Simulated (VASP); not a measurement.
A run of VASP 6.6.1 is set up as follows.

File INCAR:

```
SYSTEM = Zn
ALGO = Normal
EDIFF = 1E-6
ENCUT = 520
GGA = PS
ISIF = 2
ISMEAR = -1
LASPH = .TRUE.
LCHARG = .FALSE.
LREAL = .FALSE.
LWAVE = .FALSE.
NBANDS = 19
NELM = 100
PREC = Accurate
SIGMA = 0.03
```

KPOINTS

```
k-points
0
G
  16 16 8
  0 0 0
```

The input POSCAR:

```
Zn
1.0
    2.7180940143      0.0000000000      0.0000000000
   -1.3590470071      2.3539384662      0.0000000000
    0.0000000000      0.0000000000      4.9467000000
Zn
2
Direct
    0.3333333333      0.6666666667      0.2500000000
    0.6666666667      0.3333333333      0.7500000000
```

Potentials or basis: VASP PAW PBE potentials, release 64 (Zn).

Command:

```sh
$ cat potpaw_PBE.64/Zn/POTCAR > POTCAR
$ mpirun -np 1 vasp_std > vasp.out
```

**Question.** Estimate the pressure.

**Answer.** -7.6 GPa.

**Question.** Estimate the band gap on the k mesh.

**Answer.** Zero (band 12 reaches 4.03 eV, above the bottom of band 13 at -0.17 eV).

Stress tensor (GPa, compression positive):
```
-8.67  0.00  0.00
 0.00 -8.67  0.00
 0.00  0.00 -5.48
```

Caveat: the cell differs from its parent crystal (equal xx and yy strain of +2 %); the PAW data sets were made with another functional, which shifts forces and pressure a little.
